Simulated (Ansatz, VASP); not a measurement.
**Two plane-wave programs on AgCl**

Contents of INCAR:

```
SYSTEM = AgCl
ALGO = Normal
EDIFF = 1E-6
ENCUT = 520
GGA = PE
ISIF = 2
ISMEAR = -1
LASPH = .TRUE.
LCHARG = .TRUE.
LELF = .TRUE.
LREAL = .FALSE.
LVHAR = .TRUE.
LWAVE = .FALSE.
NBANDS = 26
NELM = 60
PREC = Accurate
SIGMA = 0.02
```

KPOINTS

```
k-points
0
G
  6 6 4
  0 0 0
```

Contents of POSCAR:

```
AgCl
1.0
    4.5183990750      0.0000000000      0.0000000000
   -2.2591995375      3.9130483834      0.0000000000
    0.0000000000      0.0000000000      5.7230251153
Ag Cl
2 2
Direct
    0.3333333333      0.6666666667      0.2500000000
    0.6666666667      0.3333333333      0.7500000000
    0.6666666667      0.3333333333      0.2500000000
    0.3333333333      0.6666666667      0.7500000000
```

Input for Ansatz:

```yaml
crystal:
  lattice:
    - [4.518399075, 0.0, 0.0]
    - [-2.2591995375, 3.9130483834, 0.0]
    - [0.0, 0.0, 5.7230251153]
  atoms:
    - { symbol: Ag, position: [0.3333333333, 0.6666666667, 0.25] }
    - { symbol: Ag, position: [0.6666666667, 0.3333333333, 0.75] }
    - { symbol: Cl, position: [0.6666666667, 0.3333333333, 0.25] }
    - { symbol: Cl, position: [0.3333333333, 0.6666666667, 0.75] }
kpoints:
  mp_grid: { grid: [6, 6, 4] }
  band_path:
    path:
      - [[0.0, 0.0, 0.0], [0.5, 0.0, 0.0], [0.333333333333, 0.333333333333, 0.0], [0.0, 0.0, 0.0], [0.0, 0.0, 0.5], [0.5, 0.0, 0.5], [0.333333333333, 0.333333333333, 0.5], [0.0, 0.0, 0.5]]
      - [[0.5, 0.0, 0.5], [0.5, 0.0, 0.0]]
      - [[0.333333333333, 0.333333333333, 0.5], [0.333333333333, 0.333333333333, 0.0]]
    npoints: 10
hamiltonian:
  xc: pbe
scf:
  occupations: { method: fermi_dirac, width: 0.02 }
  n_extra_bands: 5
output:
  forces: true
  stress: true
  eigenvalues: true
```

Alike in both runs: task single point; functional PBE; k mesh 6 × 6 × 4; occupations fermi-dirac, width 0.02 eV; no spin polarisation.

|  | VASP | Ansatz |
| --- | --- | --- |
| version | VASP 6.6.1 | Ansatz 0.2.0 |
| potentials or method | VASP PAW PBE potentials, release 64 (Ag, Cl) | plane waves, PAW |
| plane-wave cutoff (eV) | 520 | 420 |
| valence electrons in the cell | 36 | 52 |

VASP gave:

- gap on the k mesh at the Fermi level (eV): 1.36
- pressure (GPa): 1.1
- traceless stress, the component that is largest in VASP (GPa): 0.30

Task: What did Ansatz give for the same quantities?

Result: gap on the k mesh at the Fermi level (eV): 1.37; pressure (GPa): 1.3; traceless stress, the component that is largest in VASP (GPa): 0.28.

VASP's potentials hold 36 valence electrons a cell and Ansatz's 52, so a difference there can come from the potentials and not from the codes.
